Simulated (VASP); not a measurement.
# ZnWO4 in VASP: a series of runs

Runs on ZnWO4. Level: PBE. Tasks: single point.

Everything below comes from runs of VASP 6.6.1. Logs are shortened: lines on timing, memory, paths and dates and some standing lists are left out, and cuts for length are marked.

### 1 The cell of the first run

The cell holds an amorphous packing of atoms, 18 atoms: a = 6.331 Å, b = 5.929 Å, c = 6.259 Å, α = 90.59°, β = 90.65°, γ = 87.54°.

### 2 Single point, PBE

INCAR

```
PREC = Accurate ; ENCUT = 520
EDIFF = 1E-6 ; ISMEAR = -1
SIGMA = 0.1861 ; LREAL = Auto
LASPH = True ; NELM = 60
ALGO = Normal ; ISIF = 2
LWAVE = False ; LCHARG = True
GGA = PE ; LELF = True
LVHAR = True ; ISYM = 0
NBANDS = 90
```

KPOINTS

```
regular mesh
0
Gamma
  1 1 1
```

POSCAR

```
ZnWO4
1.0
    6.3295770000      0.1311510000     -0.0352210000
    0.1311510000      5.9276150000     -0.0312300000
   -0.0352210000     -0.0312300000      6.2590500000
W O Zn
3 12 3
Direct
    0.7607004313      0.6713677018      0.8210016605
    0.6907779075      0.6025624091      0.2897594543
    0.4098821837      0.0114696104      0.2288150209
    0.6311409697      0.4983698122      0.6063446538
    0.2256269408      0.0908835677      1.0136726980
    0.0954479869      0.5775759590      0.7223828649
    0.9239848499      0.6908547474      0.4166987105
    0.5842643180      0.2848592452      0.1367526266
    0.3759210016      0.5896656200      0.2615814814
    0.7200080796      0.8942302411      0.1401655547
    0.8826904487      0.9151036482      0.7431907282
    0.2452464605      0.1469035581      0.4452146290
    0.5522182167      0.9031979190      0.4867276262
    0.4680896746      0.6616295592     -0.1209500998
    0.9207021220      0.5291636792      0.0866335676
    0.2862473774      0.4391065811      0.9515653681
    0.2160086838     -0.0795469701      0.6847883928
    0.1430630519      0.4486940679      0.4516986666
```

Potentials or basis: VASP PAW PBE potentials, release 64 (W_sv, O, Zn).

On the command line:

```sh
$ cat potpaw_PBE.64/W_sv/POTCAR potpaw_PBE.64/O/POTCAR potpaw_PBE.64/Zn/POTCAR > POTCAR
$ mpirun -np 1 vasp_gam > vasp.out
```

OUTCAR:

```text
PREC = Accurate
   ENCUT = 520
   EDIFF = 1E-6
   ISMEAR = -1
   LREAL = Auto
   LASPH = True
   NELM = 60
   ISIF = 2
   GGA = PE
   ISYM = 0

 ion  position               nearest neighbor table
   1  0.761  0.671  0.821-  11 1.74   4 1.88  14 1.90  15 2.10   6 2.26  10 2.39   2 3.01   2 3.37

   2  0.691  0.603  0.290-   7 1.77  15 1.98  10 1.99   9 2.00   4 2.12   8 2.23  13 2.30   3 2.97
                             1 3.01  18 3.13   1 3.37
   3  0.410  0.011  0.229-   5 1.82  12 1.87  13 1.94   8 2.09  10 2.13   9 2.53   2 2.97  16 3.15
                            17 3.18
   4  0.631  0.498  0.606-   1 1.88   2 2.12
   5  0.226  0.091  0.014-   3 1.82  16 2.16  17 2.29
   6  0.095  0.578  0.722-  18 1.87  16 2.02  17 2.22   1 2.26
   7  0.924  0.691  0.417-   2 1.77  18 1.97
   8  0.584  0.285  0.137-   3 2.09   2 2.23  16 2.36
   9  0.376  0.590  0.262-   2 2.00  18 2.11  16 2.21   3 2.53
  10  0.720  0.894  0.140-   2 1.99   3 2.13   1 2.39
  11  0.883  0.915  0.743-   1 1.74  17 2.15
  12  0.245  0.147  0.445-   3 1.87  18 1.88  17 2.04
  13  0.552  0.903  0.487-   3 1.94   2 2.30  17 2.47
  14  0.468  0.662  0.879-  16 1.85   1 1.90  17 2.48
  15  0.921  0.529  0.087-   2 1.98   1 2.10  16 2.51
  16  0.286  0.439  0.952-  14 1.85   6 2.02   5 2.16   9 2.21   8 2.36  15 2.51   3 3.15
  17  0.216  0.920  0.685-  12 2.04  11 2.15   6 2.22   5 2.29  13 2.47  14 2.48   3 3.18
  18  0.143  0.449  0.452-   6 1.87  12 1.88   7 1.97   9 2.11   2 3.13

IMPORTANT INFORMATION: All symmetrisations will be switched off!
NOSYMM: (Re-)initialisation of all symmetry stuff for point group C_1.

----------------------------------------------------------------------------------------

                                     Primitive cell

  volume of cell :     234.7142

  direct lattice vectors                    reciprocal lattice vectors
     6.329577000  0.131151000 -0.035221000     0.158065663 -0.003492676  0.000872042
     0.131151000  5.927615000 -0.031230000    -0.003492676  0.168783525  0.000822504
    -0.035221000 -0.031230000  6.259050000     0.000872042  0.000822504  0.159777666

  length of vectors
     6.331033573  5.929147956  6.259227008     0.158106650  0.168821662  0.159782163

  position of ions in fractional coordinates (direct lattice)
     0.760700431  0.671367702  0.821001661
     0.690777907  0.602562409  0.289759454
     0.409882184  0.011469610  0.228815021
     0.631140970  0.498369812  0.606344654
     0.225626941  0.090883568  0.013672698
     0.095447987  0.577575959  0.722382865
     0.923984850  0.690854747  0.416698711
     0.584264318  0.284859245  0.136752627
     0.375921002  0.589665620  0.261581481
     0.720008080  0.894230241  0.140165555
     0.882690449  0.915103648  0.743190728
     0.245246460  0.146903558  0.445214629
     0.552218217  0.903197919  0.486727626
     0.468089675  0.661629559  0.879049900
     0.920702122  0.529163679  0.086633568
     0.286247377  0.439106581  0.951565368
     0.216008684  0.920453030  0.684788393
     0.143063052  0.448694068  0.451698667

  ion indices of the primitive-cell ions
   primitive index   ion index
                 1           1
                 2           2
                 3           3
                 4           4
                 5           5
                 6           6
                 7           7
                 8           8
                 9           9
                10          10
                11          11
                12          12
                13          13
                14          14
                15          15
                16          16
                17          17
                18          18

----------------------------------------------------------------------------------------

 KPOINTS: regular mesh

Automatic generation of k-mesh.
 Grid dimensions read from file:
 generate k-points for:    1    1    1

 Generating k-lattice:

  Cartesian coordinates                     Fractional coordinates (reciprocal lattice)
     0.158065663 -0.003492676  0.000872042     1.000000000  0.000000000  0.000000000
    -0.003492676  0.168783525  0.000822504     0.000000000  1.000000000 -0.000000000
     0.000872042  0.000822504  0.159777666     0.000000000  0.000000000  1.000000000

  Length of vectors
     0.158106650  0.168821662  0.159782163

  Shift w.r.t. Gamma in fractional coordinates (k-lattice)
     0.000000000  0.000000000  0.000000000

 Subroutine IBZKPT returns following result:
 ===========================================

 Found      1 irreducible k-points:

 Following reciprocal coordinates:
            Coordinates               Weight
  0.000000  0.000000  0.000000      1.000000
   k-points           NKPTS =      1   k-points in BZ     NKDIM =      1   number of bands    NBANDS=     90
   number of dos      NEDOS =    301   number of ions     NIONS =     18
   total plane-waves  NPLWV = 110592
   dimension x,y,z NGX =    48 NGY =   48 NGZ =   48
   dimension x,y,z NGXF=    96 NGYF=   96 NGZF=   96
   ions per type =               3  12   3
   NGX,Y,Z   is equivalent  to a cutoff of  12.60, 13.46, 12.75 a.u.
   NGXF,Y,Z  is equivalent  to a cutoff of  25.21, 26.92, 25.50 a.u.
 SYSTEM =  unknown system
   PREC   = accura    normal or accurate (medium, high low for compatibility)
   ISTART =      0    job   : 0-new  1-cont  2-samecut
   ICHARG =      2    charge: 1-file 2-atom 10-const
   ISPIN  =      1    spin polarized calculation?
   LNONCOLLINEAR =      F non collinear calculations
   LSORBIT =      F    spin-orbit coupling
   LASPH  =      T    aspherical Exc in radial PAW
   ENCUT  =  520.0 eV  38.22 Ry    6.18 a.u.  11.77 11.02 11.64*2*pi/ulx,y,z
   NELM   =     60;   NELMIN=  2; NELMDL= -5     # of ELM steps
   EDIFF  = 0.1E-05   stopping-criterion for ELM
   LREAL  =      T    real-space projection
   EDIFFG = 0.1E-04   stopping-criterion for IOM
   NSW    =      0    number of steps for IOM
   IBRION =     -1    ionic relax: 0-MD 1-quasi-New 2-CG
   NFREE  =      0    steps in history (QN), initial steepest desc. (CG)
   ISIF   =      2    stress and relaxation
   ISYM   =      0    0-nonsym 1-usesym 2-fastsym
   POTIM  = 0.5000    time-step for ionic-motion
   TEBEG  =    0.0;   TEEND  =   0.0 temperature during run
   PSTRESS=    0.0 pullay stress
   NELECT =     150.0000    total number of electrons
   NUPDOWN=      -1.0000    fix difference up-down
   EMIN   =  10.00;   EMAX   =-10.00  energy-range for DOS
   EFERMI =   0.00;   METHOD = LEGACY
   ISMEAR =    -1;   SIGMA  =   0.19  broadening in eV -4-tet -1-fermi 0-gaus
   EFERMI_NEDOS =   21; number of points for ismear=-14 and -15
   IALGO  =     38    algorithm
   IMIX   =      4    mixing-type and parameters
     AMIX     =   0.40;   BMIX     =  1.00
     AMIX_MAG =   1.60;   BMIX_MAG =  1.00
  volume/ion in A,a.u.               =      13.04        88.00
  Fermi-wavevector in a.u.,A,eV,Ry     =   1.410129  2.664757 27.054683  1.988463
  Thomas-Fermi vector in A             =   2.532114
   LORBIT       =      0    0 simple, 1 ext, 2 COOP (PROOUT), +10 PAW based schemes
   GGA     = PE    functional components
   LHFCALC =     F    Hartree Fock is set to
   AEXX    =    0.0000 exact exchange contribution
   IVDW    =     0    specifies the selected vdW correction
   LEPSILON=     F    determine dielectric tensor
   LRPA    =     F    only Hartree local field effects (RPA)
 non-spin polarized calculation
  energy-cutoff  :      520.00
  volume of cell :      234.71
 maximum number of plane-waves:      3154
 NGX is ok and might be reduce to    48
   NGX = 23   NGY = 23   NGZ = 23

 number of electron     150.0000012 magnetization

 Free energy of the ion-electron system (eV)
  ---------------------------------------------------
  ext. energy  EPLUGINS =         0.00000000
  ---------------------------------------------------
  free energy    TOTEN  =      -124.96658895 eV

  energy without entropy =     -124.85974174  energy(sigma->0) =     -124.91316535

 E-fermi :   3.0087     XC(G=0): -10.2288

 val. band max:        2.3169772663   @ k =   0.0000   0.0000   0.0000
 cond. band min:       3.7479281840   @ k =   0.0000   0.0000   0.0000
 fundamental gap:      1.4309509177
 Fermi energy:         3.0086548641

 k-point     1 :       0.0000    0.0000    0.0000
  band No.  band energies     occupation
      1     -73.3197      2.00000
      2     -73.0404      2.00000
      3     -73.0169      2.00000
      4     -37.5983      2.00000
      5     -37.4889      2.00000
      6     -37.4328      2.00000
      7     -37.4192      2.00000
      8     -37.3415      2.00000
      9     -37.2595      2.00000
     10     -37.1572      2.00000
     11     -37.1453      2.00000
     12     -37.0575      2.00000
     13     -16.8914      2.00000
     14     -16.3948      2.00000
     15     -15.7634      2.00000
     16     -15.5727      2.00000
     17     -15.4666      2.00000
     18     -15.2877      2.00000
     19     -15.0999      2.00000
     20     -14.9068      2.00000
     21     -14.8319      2.00000
     22     -14.4448      2.00000
     23     -14.3901      2.00000
     24     -14.2477      2.00000
     25      -4.8997      2.00000
     26      -4.5175      2.00000
     27      -4.3353      2.00000
     28      -4.1970      2.00000
     29      -4.0230      2.00000
     30      -3.9879      2.00000
     31      -3.8129      2.00000
     32      -3.7998      2.00000
     33      -3.7113      2.00000
     34      -3.6946      2.00000
     35      -3.5781      2.00000
     36      -3.5102      2.00000
     37      -3.4592      2.00000
     38      -3.3417      2.00000
     39      -3.2873      2.00000
     40      -3.1313      2.00000
     41      -3.0198      2.00000
     42      -2.9296      2.00000
     43      -2.8661      2.00000
     44      -2.8048      2.00000
     45      -2.7356      2.00000
     46      -2.5746      2.00000
     47      -2.5364      2.00000
     48      -2.3877      2.00000
     49      -2.2970      2.00000
     50      -2.1649      2.00000
     51      -2.0665      2.00000
     52      -1.9423      2.00000
     53      -1.6441      2.00000
     54      -1.5194      2.00000
     55      -1.4071      2.00000
     56      -0.9792      2.00000
     57      -0.8789      2.00000
     58      -0.6557      2.00000
     59      -0.3451      2.00000
     60      -0.3420      2.00000
     61      -0.2425      2.00000
     62       0.0518      2.00000
     63       0.0978      2.00000
     64       0.2662      2.00000
     65       0.4977      2.00000
     66       0.5732      2.00000
     67       0.6244      1.99999
     68       0.8243      1.99998
     69       1.0805      1.99994
     70       1.2325      1.99986
     71       1.3243      1.99977
     72       1.5598      1.99917
     73       1.7624      1.99753
     74       1.8212      1.99662
     75       2.3170      1.95253
     76       3.7479      0.03696
     77       3.9086      0.01576
     78       4.4174      0.00103
     79       4.5320      0.00056
     80       4.6643      0.00027
     81       5.0457      0.00004
     82       5.2939      0.00001
     83       5.5150      0.00000
     84       5.8311      0.00000
     85       6.2769      0.00000
     86       6.4658      0.00000
     87       7.0145      0.00000
 [bands above 87 left out]

------------------------ aborting loop because EDIFF is reached ----------------------------------------

  FORCE on cell =-STRESS in cart. coord.  units (eV):
  Direction    XX          YY          ZZ          XY          YZ          ZX
  --------------------------------------------------------------------------------------
  -------------------------------------------------------------------------------------
  Total       -6.8030591     -4.2099112     10.0347081    -12.1458906      5.1030082      1.6100281
  in kB      -46.4381989    -28.7371739     68.4976813    -82.9087736     34.8335227     10.9901746
  external PRESSURE =      -2.2258972 kB  Pullay stress =       0.0000000 kB

 VOLUME and BASIS-vectors are now :
 -----------------------------------------------------------------------------
  energy-cutoff  :      520.00
  volume of cell :      234.71
      direct lattice vectors                 reciprocal lattice vectors
     6.329577000  0.131151000 -0.035221000     0.158065663 -0.003492676  0.000872042
     0.131151000  5.927615000 -0.031230000    -0.003492676  0.168783525  0.000822504
    -0.035221000 -0.031230000  6.259050000     0.000872042  0.000822504  0.159777666

 POSITION                                       TOTAL-FORCE (eV/Angst)
 -----------------------------------------------------------------------------------
      4.87405      4.05374      5.09093         2.099802     -0.041626      1.259839
      4.44115      3.65331      1.77047        -0.067416     -1.921950      0.556194
      2.58783      0.11460      1.41737         4.342532      1.927698     -0.239387
      4.03886      3.01798      3.75735         2.037256     -1.054309     -2.742603
      1.43956      0.56789      0.07479        -0.256946     -0.366831     -1.393058
      0.65445      3.41361      4.50003         0.438522     -0.991038      1.361909
      5.92436      4.20329      2.55402         0.925490      0.640777      1.217526
      3.73069      1.76089      0.82647        -1.047642     -1.105669      1.446414
      2.44754      3.53644      1.60560        -1.639097      2.436273      0.629616
      4.66969      5.39070      0.82402        -2.421112     -1.515178     -0.887150
      5.68090      5.51694      4.59200        -0.860517      1.455892      0.435730
      1.55589      0.88905      2.77339        -0.623415     -0.328541      0.237195
      3.59662      5.41103      2.99880        -0.985757     -0.630584     -0.684288
      3.01862      3.95582      5.46487         1.114641      2.934935      1.419051
      5.89400      3.25472      0.49329        -2.344651     -0.431403     -3.300594
      1.83590      2.61068      5.93210        -1.196059     -0.781993      0.582698
      1.46384      5.46304      4.24977        -0.221554     -0.863430      0.799428
      0.94847      2.66434      2.80815         0.705921      0.636977     -0.698520
 -----------------------------------------------------------------------------------
    total drift:                               -0.003394     -0.003530     -0.000003

  FREE ENERGIE OF THE ION-ELECTRON SYSTEM (eV)
  ---------------------------------------------------
  free  energy   TOTEN  =      -124.9665889506 eV

  energy  without entropy=     -124.8597417395  energy(sigma->0) =     -124.91316535
```

Wall time 33 s (1 thread of AMD EPYC 9R45 (Zen 5), shared host); peak memory 0.28 GiB.

What came out:

```yaml
Free_energy: -124.9666 eV
Pressure: -0.2 GPa
Largest_force: 4.757 eV/Å
Band_gap_on_the_k_mesh: 1.43 eV
```

Forces on the atoms (eV/Å):
```
W    2.100 -0.042  1.260
W   -0.067 -1.922  0.556
W    4.343  1.928 -0.239
O    2.037 -1.054 -2.743
O   -0.257 -0.367 -1.393
O    0.439 -0.991  1.362
O    0.925  0.641  1.218
O   -1.048 -1.106  1.446
O   -1.639  2.436  0.630
O   -2.421 -1.515 -0.887
O   -0.861  1.456  0.436
O   -0.623 -0.329  0.237
O   -0.986 -0.631 -0.684
O    1.115  2.935  1.419
O   -2.345 -0.431 -3.301
Zn  -1.196 -0.782  0.583
Zn  -0.222 -0.863  0.799
Zn   0.706  0.637 -0.699
```

Stress tensor (GPa, compression positive):
```
-4.64 -8.29  1.10
-8.29 -2.87  3.48
 1.10  3.48  6.85
```

Levels at points of the mesh, in eV from the valence-band top:
| k point | band 73 | band 74 | band 75 | band 76 | band 77 | band 78 |
| --- | --- | --- | --- | --- | --- | --- |
| (0.00, 0.00, 0.00) | -0.55 | -0.50 | 0.00 | 1.43 | 1.59 | 2.10 |

Caveat: the k points lie up to 1.06 Å⁻¹ apart; spin-orbit coupling is left out, which moves the levels of the heavy elements.

### 3 Single point, PBE

INCAR

```
ALGO = Normal ; EDIFF = 1E-7
ENCUT = 520 ; GGA = PE
ISIF = 2 ; ISMEAR = -1
ISYM = 0 ; LASPH = T
LCHARG = F ; LREAL = Auto
LWAVE = F ; NBANDS = 90
NELM = 60 ; PREC = Accurate
SIGMA = 0.1034
```

KPOINTS

```
k-points
0
Gamma
  1 1 1
```

POSCAR

```
ZnWO4
1.0
    6.3295770000      0.1311510000     -0.0352210000
    0.1311510000      5.9276150000     -0.0312300000
   -0.0352210000     -0.0312300000      6.2590500000
W O Zn
3 12 3
Direct
    0.7391542945      0.6762756141      0.8255939545
    0.6695177028      0.5652347649      0.3435154480
    0.3629089682      0.0095403061      0.2301036037
    0.6697198403      0.4135933426      0.5860559865
    0.2254381372      0.1147375848     -0.0071832928
   -0.0193893509      0.4595268794      0.8119593408
    0.9321235189      0.6618769141      0.4156726242
    0.5246990975      0.2359629946      0.2845212215
    0.3306558394      0.5837756043      0.2649655046
    0.5890358190      0.8498249180      0.0609852075
    0.9003085927      0.9215545014      0.8265340453
    0.1610319799      0.0929447272      0.4302294072
    0.5539834767      0.8162382689      0.4900638233
    0.4217944686      0.6394542944      0.7785025172
    0.7195051911      0.4597742161      0.0681513075
    0.3093969273      0.4529547372      0.9799875453
    0.1877685268      0.9018678294      0.7263625834
    0.1571615058      0.4457609527      0.5143195053
```

Potentials or basis: VASP PAW PBE potentials, release 64 (W_sv, O, Zn).

On the command line:

```sh
$ cat potpaw_PBE.64/W_sv/POTCAR potpaw_PBE.64/O/POTCAR potpaw_PBE.64/Zn/POTCAR > POTCAR
$ mpirun -np 1 vasp_gam > vasp.out
```

It took 28 s on 1 thread of AMD EPYC 9R45 (Zen 5), shared host; peak memory 0.28 GiB.

The run converged. Its results:

| Property | Result |
| --- | --- |
| Free energy | -128.7181 eV |
| Pressure | 1.3 GPa |
| Largest force | 2.436 eV/Å |
| Band gap on the k mesh | 2.21 eV |

Forces on the atoms (eV/Å):
```
W    1.062 -1.199 -0.116
W   -1.036  0.661  0.221
W    1.538 -1.595  1.012
O    0.270 -1.256  1.640
O    0.879  0.029 -0.838
O    0.210  1.347 -0.794
O    0.131  0.616 -0.478
O    0.354 -1.075  0.135
O   -0.318  1.164 -0.113
O    0.340  0.047  0.539
O   -0.943 -0.924 -0.778
O    0.219 -0.126  1.715
O    0.113  1.883 -0.716
O   -1.892  0.634 -0.203
O    0.473  0.087 -1.339
Zn  -1.522 -0.383  0.603
Zn   0.400 -0.029 -0.268
Zn  -0.281  0.121 -0.222
```

Stress tensor (GPa, compression positive):
```
-1.96  3.53 -2.49
 3.53 -1.41 -1.11
-2.49 -1.11  7.36
```

Levels at points of the mesh, in eV from the valence-band top:
| k point | band 72 | band 73 | band 74 | band 75 | band 76 | band 77 | band 78 | band 79 |
| --- | --- | --- | --- | --- | --- | --- | --- | --- |
| (0.00, 0.00, 0.00) | -0.59 | -0.38 | -0.12 | 0.00 | 2.21 | 2.71 | 2.94 | 3.07 |

Caveat: the k points lie up to 1.06 Å⁻¹ apart; spin-orbit coupling is left out, which moves the levels of the heavy elements.

(Continued in part 2 of 2.)
